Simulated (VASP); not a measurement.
H3C5, 32 atoms in the cell. The cell holds a slab with vacuum, 32 atoms: a = 5.049 Å, b = 5.049 Å, c = 16.836 Å, α = 90.00°, β = 90.00°, γ = 90.00°. 

| Property | Result |
| --- | --- |
| Program | VASP 6.6.1 |
| Task | single point |
| Functional | LDA |
| Potentials or basis | VASP PAW LDA potentials, release 64 (H, C) |
| Cutoff | 520 eV |
| k mesh | 2 × 2 × 1 |
| Occupations | gaussian, width 0.05 eV |
| Spin | no spin polarisation |
| Dipole correction | no |
| Further INCAR settings | LREAL = Auto; ALGO = Normal; EDIFF = 1e-06; NBANDS = 68 |

Potentials or basis: VASP PAW LDA potentials, release 64 (H, C).

Launch:

```console
$ cat potpaw_LDA.64/H/POTCAR potpaw_LDA.64/C/POTCAR > POTCAR
$ mpirun -np 1 vasp_std > vasp.out
```

Hardware: 1 thread of Intel(R) Xeon(R) Platinum 8488C (Sapphire Rapids) (shared host).

**Question.** How long does it take, and how much memory?

**Answer.** It took 4.2 min on 1 thread of Intel(R) Xeon(R) Platinum 8488C (Sapphire Rapids), with other jobs on the host, peak memory 0.38 GiB. Counts: scf iterations 23, k points 4.
